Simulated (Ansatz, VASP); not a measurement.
# AlN in VASP and in Ansatz

INCAR

```
SYSTEM = AlN
  ALGO = Normal
  EDIFF = 1E-7
  ENCUT = 520
  GGA = PS
  ISIF = 2
  ISMEAR = -1
  LASPH = .TRUE.
  LCHARG = .FALSE.
  LREAL = .FALSE.
  LWAVE = .FALSE.
  NBANDS = 16
  NELM = 80
  PREC = Accurate
  SIGMA = 0.03
```

The input KPOINTS:

```
k-points
0
G
  10 10 6
  0 0 0
```

Contents of POSCAR:

```
AlN
1.0
    3.1720176844      0.0000000000      0.0000000000
   -1.5860088422      2.7470478959      0.0000000000
    0.0000000000      0.0000000000      5.0756326300
Al N
2 2
Direct
    0.3333333333      0.6666666667      0.0000000000
    0.6666666667      0.3333333333      0.5000000000
    0.3333333333      0.6666666667      0.3850000000
    0.6666666667      0.3333333333      0.8850000000
```

Input for Ansatz:

```yaml
crystal:
  lattice:
    - [3.1720176844, 0.0, 0.0]
    - [-1.5860088422, 2.7470478959, 0.0]
    - [0.0, 0.0, 5.07563263]
  atoms:
    - { symbol: Al, position: [0.3333333333, 0.6666666667, 0.0] }
    - { symbol: Al, position: [0.6666666667, 0.3333333333, 0.5] }
    - { symbol: "N", position: [0.3333333333, 0.6666666667, 0.385] }
    - { symbol: "N", position: [0.6666666667, 0.3333333333, 0.885] }
kpoints:
  mp_grid: { grid: [10, 10, 6] }
  band_path:
    path:
      - [0.0, 0.0, 0.0]
      - [0.5, 0.0, 0.0]
      - [0.3333333333, 0.3333333333, 0.0]
      - [0.0, 0.0, 0.0]
      - [0.0, 0.0, 0.5]
      - [0.5, 0.0, 0.5]
      - [0.3333333333, 0.3333333333, 0.5]
      - [0.0, 0.0, 0.5]
      - [0.5, 0.0, 0.5]
    npoints: 5
scf:
  occupations: { method: fermi_dirac, width: 0.03 }
hamiltonian:
  xc: pbesol
  pseudopotentials: { kind: all_electron, lapw: { basis_error: 0.001 } }
output:
  forces: true
  stress: true
  eigenvalues: true
```

Change from the starting cell: volume scaled by 1.06.

Alike in both runs: task single point; functional PBEsol; k mesh 10 × 10 × 6; occupations fermi-dirac, width 0.03 eV; no spin polarisation.

|  | VASP | Ansatz |
| --- | --- | --- |
| version | VASP 6.6.1 | Ansatz 0.2.0 |
| potentials or method | VASP PAW PBE potentials, release 64 (Al, N), cutoff 520 eV | all-electron LAPW, scalar-relativistic |

|  | VASP | Ansatz | Ansatz less VASP |
| --- | --- | --- | --- |
| gap on the k mesh at the Fermi level (eV) | 3.59 | 3.59 | -0.005 |
| pressure (GPa) | -10.1 | -10.1 | -0.02 |
| traceless stress, the component that is largest in VASP (GPa) | -0.42 | -0.40 | +0.016 |
| rms of the force components (eV/Å) | 0.100 | 0.100 | -0.0005 |

VASP's potentials were made for PBE, not for PBEsol. Atom by atom the forces differ by 0.001 eV/Å (rms over components). Ansatz ran all-electron here, and VASP with PAW potentials.
